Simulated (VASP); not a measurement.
# Hf3SnS4 (P3m1) in VASP: a series of runs

The runs below take Hf3SnS4 through single point, relaxation of cell and atoms, with PBE.

Program: VASP 6.6.1. These are calculated values, not measurements. Logs are shortened: lines on timing, memory, paths and dates and some standing lists are left out, and cuts for length are marked.

## (1) The cell of the first run

It takes space group P3m1 (No. 156, trigonal). Conventional cell: a = 3.579 Å, b = 3.579 Å, c = 17.416 Å, α = 90.00°, β = 90.00°, γ = 120.00°. Within 3.3 Å of Hf (site symmetry 3m) lie 6 S at 2.54 Å. Within 3.3 Å of Hf (site symmetry 3m) lie 3 S at 2.50 Å and 3 Sn at 3.07 Å. Hf (site symmetry 3m) has 3 S at 2.50 Å and 3 Sn at 3.07 Å within 3.3 Å. Within 4.0 Å of Sn (site symmetry 3m) lie 6 Hf at 3.07 Å and 6 Sn at 3.58 Å. Within 3.4 Å of S (site symmetry 3m) lie 3 Hf at 2.54 Å. Within 3.3 Å of S (site symmetry 3m) lie 3 Hf at 2.54 Å. S (site symmetry 3m) has 3 Hf at 2.50 Å within 3.3 Å. Within 3.3 Å of S (site symmetry 3m) lie 3 Hf at 2.50 Å.

## (2) Single point, PBE

Contents of INCAR:

```
SYSTEM = Hf3SnS4
ALGO     = Normal         ! electronic algorithm
EDIFF    = 1E-6           ! SCF threshold, eV
ENCUT    = 520            ! plane-wave cutoff, eV
GGA      = PE             ! functional
ISIF     = 2              ! what is computed and relaxed
ISMEAR   = 0              ! smearing method
LASPH    = .True.         ! aspherical terms in the spheres
LCHARG   = .False.        ! write CHGCAR
LREAL    = .False.        ! projectors in reciprocal space
LWAVE    = .False.        ! write WAVECAR
NBANDS   = 44             ! bands
NELM     = 60             ! most SCF steps
PREC     = Accurate       ! precision mode
SIGMA    = 0.15           ! smearing width, eV
```

Contents of KPOINTS:

```
k-points
0
Gamma
  4 4 1
  0 0 0
```

Contents of POSCAR:

```
Hf3SnS4
1.0
    3.5791423675      0.0000000000      0.0000000000
   -1.7895711837      3.0996282140      0.0000000000
    0.0000000000      0.0000000000     17.4160745450
Hf Sn S
3 1 4
Direct
    0.6666666667      0.3333333333      0.0017926017
    0.3333333333      0.6666666667      0.3681891129
    0.3333333333      0.6666666667      0.6295984496
    0.0000000000      0.0000000000      0.4989283889
    0.0000000000      0.0000000000      0.9170749297
    0.3333333333      0.6666666667      0.0863807010
    0.6666666667      0.3333333333      0.2871893511
    0.6666666667      0.3333333333      0.7108464651
```

Potentials or basis: VASP PAW PBE potentials, release 64 (Hf_pv, Sn_d, S).

On the command line:

```bash
$ cat potpaw_PBE.64/Hf_pv/POTCAR potpaw_PBE.64/Sn_d/POTCAR potpaw_PBE.64/S/POTCAR > POTCAR
$ mpirun -np 1 vasp_std > vasp.out
```

OUTCAR:

```text
SYSTEM = Hf3SnS4
   EDIFF = 1E-6
   ENCUT = 520
   GGA = PE
   ISIF = 2
   ISMEAR = 0
   LASPH = .True.
   LREAL = .False.
   NELM = 60
   PREC = Accurate

 ion  position               nearest neighbor table
   1  0.667  0.333  0.002-   6 2.54   6 2.54   6 2.54   5 2.54   5 2.54   5 2.54
   2  0.333  0.667  0.368-   7 2.50   7 2.50   7 2.50   4 3.07   4 3.07   4 3.07
   3  0.333  0.667  0.630-   8 2.50   8 2.50   8 2.50   4 3.07   4 3.07   4 3.07
   4  0.000  0.000  0.499-   3 3.07   3 3.07   3 3.07   2 3.07   2 3.07   2 3.07
   5  0.000  0.000  0.917-   1 2.54   1 2.54   1 2.54
   6  0.333  0.667  0.086-   1 2.54   1 2.54   1 2.54
   7  0.667  0.333  0.287-   2 2.50   2 2.50   2 2.50
   8  0.667  0.333  0.711-   3 2.50   3 2.50   3 2.50

  LATTYP: Found a hexagonal cell.
 ALAT       =     3.5791423675
 C/A-ratio  =     4.8659909992

  Lattice vectors:

 A1 = (   3.5791423675,   0.0000000000,   0.0000000000)
 A2 = (  -1.7895711837,   3.0996282140,   0.0000000000)
 A3 = (   0.0000000000,   0.0000000000,  17.4160745450)

Analysis of symmetry for initial positions (statically):
=====================================================================
 Subroutine PRICEL returns:
 Original cell was already a primitive cell.

 Routine SETGRP: Setting up the symmetry group for a
 hexagonal supercell.

 Subroutine GETGRP returns: Found  6 space group operations
 (whereof  6 operations were pure point group operations)
 out of a pool of 24 trial point group operations.

The static configuration has the point symmetry C_3v.

Analysis of symmetry for dynamics (positions and initial velocities):
=====================================================================
 Subroutine PRICEL returns:
 Original cell was already a primitive cell.

 Routine SETGRP: Setting up the symmetry group for a
 hexagonal supercell.

 Subroutine GETGRP returns: Found  6 space group operations
 (whereof  6 operations were pure point group operations)
 out of a pool of 24 trial point group operations.

The dynamic configuration has the point symmetry C_3v.

 Subroutine INISYM returns: Found  6 space group operations
 (whereof  6 operations are pure point group operations),
 and found     1 'primitive' translations

----------------------------------------------------------------------------------------

                                     Primitive cell

  volume of cell :     193.2141

  direct lattice vectors                    reciprocal lattice vectors
     3.579142367  0.000000000  0.000000000     0.279396542  0.161309669  0.000000000
    -1.789571184  3.099628214  0.000000000     0.000000000  0.322619337  0.000000000
     0.000000000  0.000000000 17.416074545     0.000000000  0.000000000  0.057418220

  length of vectors
     3.579142367  3.579142367 17.416074545     0.322619337  0.322619337  0.057418220

  position of ions in fractional coordinates (direct lattice)
     0.666666667  0.333333333  0.001792602
     0.333333333  0.666666667  0.368189113
     0.333333333  0.666666667  0.629598450
     0.000000000  0.000000000  0.498928389
     0.000000000  0.000000000  0.917074930
     0.333333333  0.666666667  0.086380701
     0.666666667  0.333333333  0.287189351
     0.666666667  0.333333333  0.710846465

  ion indices of the primitive-cell ions
   primitive index   ion index
                 1           1
                 2           2
                 3           3
                 4           4
                 5           5
                 6           6
                 7           7
                 8           8

----------------------------------------------------------------------------------------

 KPOINTS: k-points

Automatic generation of k-mesh.
 Grid dimensions read from file:
 generate k-points for:    4    4    1

 Generating k-lattice:

  Cartesian coordinates                     Fractional coordinates (reciprocal lattice)
     0.069849135  0.040327417  0.000000000     0.250000000  0.000000000  0.000000000
     0.000000000  0.080654834  0.000000000     0.000000000  0.250000000  0.000000000
     0.000000000  0.000000000  0.057418220     0.000000000  0.000000000  1.000000000

  Length of vectors
     0.080654834  0.080654834  0.057418220

  Shift w.r.t. Gamma in fractional coordinates (k-lattice)
     0.000000000  0.000000000  0.000000000

 Subroutine IBZKPT returns following result:
 ===========================================

 Found      4 irreducible k-points:

 Following reciprocal coordinates:
            Coordinates               Weight
  0.000000  0.000000  0.000000      1.000000
  0.250000  0.000000  0.000000      6.000000
  0.500000  0.000000  0.000000      3.000000
  0.250000  0.250000  0.000000      6.000000
   k-points           NKPTS =      4   k-points in BZ     NKDIM =      4   number of bands    NBANDS=     44
   number of dos      NEDOS =    301   number of ions     NIONS =      8
   total plane-waves  NPLWV = 109760
   dimension x,y,z NGX =    28 NGY =   28 NGZ =  140
   dimension x,y,z NGXF=    56 NGYF=   56 NGZF=  280
   ions per type =               3   1   4
   NGX,Y,Z   is equivalent  to a cutoff of  13.01, 13.01, 13.36 a.u.
   NGXF,Y,Z  is equivalent  to a cutoff of  26.01, 26.01, 26.73 a.u.
 SYSTEM =  Hf3SnS4
   PREC   = accura    normal or accurate (medium, high low for compatibility)
   ISTART =      0    job   : 0-new  1-cont  2-samecut
   ICHARG =      2    charge: 1-file 2-atom 10-const
   ISPIN  =      1    spin polarized calculation?
   LNONCOLLINEAR =      F non collinear calculations
   LSORBIT =      F    spin-orbit coupling
   LASPH  =      T    aspherical Exc in radial PAW
   ENCUT  =  520.0 eV  38.22 Ry    6.18 a.u.   6.65  6.65 32.38*2*pi/ulx,y,z
   NELM   =     60;   NELMIN=  2; NELMDL= -5     # of ELM steps
   EDIFF  = 0.1E-05   stopping-criterion for ELM
   LREAL  =      F    real-space projection
   EDIFFG = 0.1E-04   stopping-criterion for IOM
   NSW    =      0    number of steps for IOM
   IBRION =     -1    ionic relax: 0-MD 1-quasi-New 2-CG
   NFREE  =      0    steps in history (QN), initial steepest desc. (CG)
   ISIF   =      2    stress and relaxation
   ISYM   =      2    0-nonsym 1-usesym 2-fastsym
   POTIM  = 0.5000    time-step for ionic-motion
   TEBEG  =    0.0;   TEEND  =   0.0 temperature during run
   PSTRESS=    0.0 pullay stress
   NELECT =      68.0000    total number of electrons
   NUPDOWN=      -1.0000    fix difference up-down
   EMIN   =  10.00;   EMAX   =-10.00  energy-range for DOS
   EFERMI =   0.00;   METHOD = LEGACY
   ISMEAR =     0;   SIGMA  =   0.15  broadening in eV -4-tet -1-fermi 0-gaus
   EFERMI_NEDOS =   21; number of points for ismear=-14 and -15
   IALGO  =     38    algorithm
   IMIX   =      4    mixing-type and parameters
     AMIX     =   0.40;   BMIX     =  1.00
     AMIX_MAG =   1.60;   BMIX_MAG =  1.00
  volume/ion in A,a.u.               =      24.15       162.98
  Fermi-wavevector in a.u.,A,eV,Ry     =   1.155841  2.184223 18.176961  1.335969
  Thomas-Fermi vector in A             =   2.292466
   LORBIT       =      0    0 simple, 1 ext, 2 COOP (PROOUT), +10 PAW based schemes
   GGA     = PE    functional components
   LHFCALC =     F    Hartree Fock is set to
   AEXX    =    0.0000 exact exchange contribution
   IVDW    =     0    specifies the selected vdW correction
   LEPSILON=     F    determine dielectric tensor
   LRPA    =     F    only Hartree local field effects (RPA)
 non-spin polarized calculation
 Gauss-broadening in eV      SIGMA  =   0.15
  energy-cutoff  :      520.00
  volume of cell :      193.21
 maximum number of plane-waves:      5249
 NGX is ok and might be reduce to    28
   NGX = 13   NGY = 13   NGZ = 65

 number of electron      67.9999993 magnetization

 Free energy of the ion-electron system (eV)
  ---------------------------------------------------
  ext. energy  EPLUGINS =         0.00000000
  ---------------------------------------------------
  free energy    TOTEN  =       -59.89906594 eV

  energy without entropy =      -59.86066676  energy(sigma->0) =      -59.87986635

 E-fermi :   4.5026     XC(G=0):  -9.5807

 val. band max:        4.4037567859   @ k =   0.2500   0.2500   0.0000
 cond. band min:       4.6843278104   @ k =   0.2500   0.0000   0.0000
 fundamental gap:      0.2805710246
 Fermi energy:         4.5026359717

 k-point     1 :       0.0000    0.0000    0.0000
  band No.  band energies     occupation
      1     -27.0647      2.00000
      2     -27.0248      2.00000
      3     -27.0116      2.00000
      4     -26.9405      2.00000
      5     -26.9405      2.00000
      6     -26.9177      2.00000
[... 36 lines left out ...]
     43       6.9325      0.00000
     44       7.8559      0.00000

 k-point     2 :       0.2500    0.0000    0.0000
  band No.  band energies     occupation
      1     -27.0530      2.00000
      2     -27.0415      2.00000
      3     -27.0267      2.00000
      4     -27.0162      2.00000
      5     -27.0014      2.00000
      6     -26.9893      2.00000
[... 36 lines left out ...]
     43       7.6515      0.00000
     44       8.3717      0.00000

 k-point     3 :       0.5000    0.0000    0.0000
  band No.  band energies     occupation
      1     -27.1604      2.00000
      2     -27.1246      2.00000
      3     -27.1140      2.00000
      4     -27.0204      2.00000
      5     -26.9907      2.00000
      6     -26.9868      2.00000
[... 36 lines left out ...]
     43       8.0543      0.00000
     44       8.1856      0.00000

 k-point     4 :       0.2500    0.2500    0.0000
  band No.  band energies     occupation
      1     -27.1183      2.00000
      2     -27.0865      2.00000
      3     -27.0761      2.00000
      4     -27.0345      2.00000
      5     -27.0198      2.00000
      6     -27.0054      2.00000
[... 36 lines left out ...]
     43       8.0619      0.00000
     44       8.2965      0.00000

------------------------ aborting loop because EDIFF is reached ----------------------------------------

  FORCE on cell =-STRESS in cart. coord.  units (eV):
  Direction    XX          YY          ZZ          XY          YZ          ZX
  --------------------------------------------------------------------------------------
  -------------------------------------------------------------------------------------
  Total       -0.2801521     -0.2801521     -0.1596333     -0.0000000      0.0000000      0.0000000
  in kB       -2.3230877     -2.3230877     -1.3237174     -0.0000000      0.0000000      0.0000000
  external PRESSURE =      -1.9899642 kB  Pullay stress =       0.0000000 kB

 VOLUME and BASIS-vectors are now :
 -----------------------------------------------------------------------------
  energy-cutoff  :      520.00
  volume of cell :      193.21
      direct lattice vectors                 reciprocal lattice vectors
     3.579142367  0.000000000  0.000000000     0.279396542  0.161309669  0.000000000
    -1.789571184  3.099628214  0.000000000     0.000000000  0.322619337  0.000000000
     0.000000000  0.000000000 17.416074545     0.000000000  0.000000000  0.057418220

 POSITION                                       TOTAL-FORCE (eV/Angst)
 -----------------------------------------------------------------------------------
      1.78957      1.03321      0.03122        -0.000000     -0.000000      0.003050
     -0.00000      2.06642      6.41241        -0.000000     -0.000000     -0.060073
     -0.00000      2.06642     10.96513        -0.000000     -0.000000      0.082219
      0.00000      0.00000      8.68937         0.000000      0.000000      0.000908
      0.00000      0.00000     15.97185        -0.000000     -0.000000      0.003813
     -0.00000      2.06642      1.50441         0.000000     -0.000000     -0.004816
      1.78957      1.03321      5.00171        -0.000000      0.000000      0.067813
      1.78957      1.03321     12.38016         0.000000     -0.000000     -0.092913
 -----------------------------------------------------------------------------------
    total drift:                               -0.000000      0.000000      0.000511

  FREE ENERGIE OF THE ION-ELECTRON SYSTEM (eV)
  ---------------------------------------------------
  free  energy   TOTEN  =       -59.8990659413 eV

  energy  without entropy=      -59.8606667621  energy(sigma->0) =      -59.87986635
```

Run time: 42 s. Hardware: 1 thread of Intel Xeon 6975P-C (Granite Rapids), shared host; peak memory 0.32 GiB.

Results:

```yaml
Free_energy: -59.8991 eV
Pressure: -0.2 GPa
Largest_force: 0.093 eV/Å
Band_gap_on_the_k_mesh: zero (bands 34 and 35 overlap by 1.29 eV)
```

Forces on the atoms (eV/Å):
```
Hf   0.000  0.000  0.003
Hf   0.000  0.000 -0.060
Hf   0.000  0.000  0.082
Sn   0.000  0.000  0.001
S    0.000  0.000  0.004
S    0.000  0.000 -0.005
S    0.000  0.000  0.068
S    0.000  0.000 -0.093
```

Stress tensor (GPa, compression positive):
```
-0.23  0.00  0.00
 0.00 -0.23  0.00
 0.00  0.00 -0.13
```

Levels at points of the mesh, in eV from the Fermi level:
| k point | band 32 | band 33 | band 34 | band 35 | band 36 | band 37 |
| --- | --- | --- | --- | --- | --- | --- |
| (0.00, 0.00, 0.00) | -0.88 | 0.91 | 1.15 | 1.15 | 1.16 | 1.16 |
| (0.50, 0.00, 0.00) | -2.34 | -1.93 | -0.29 | -0.14 | 0.19 | 0.75 |

Caveat: the k points lie up to 0.51 Å⁻¹ apart, too coarse for converged energies and pressures of a metal; spin-orbit coupling is left out, which moves the levels of the heavy elements; this functional lacks dispersion, which binds the layers, so the pressure and a relaxed spacing across them are unreliable.

[end of part 1 of 2]
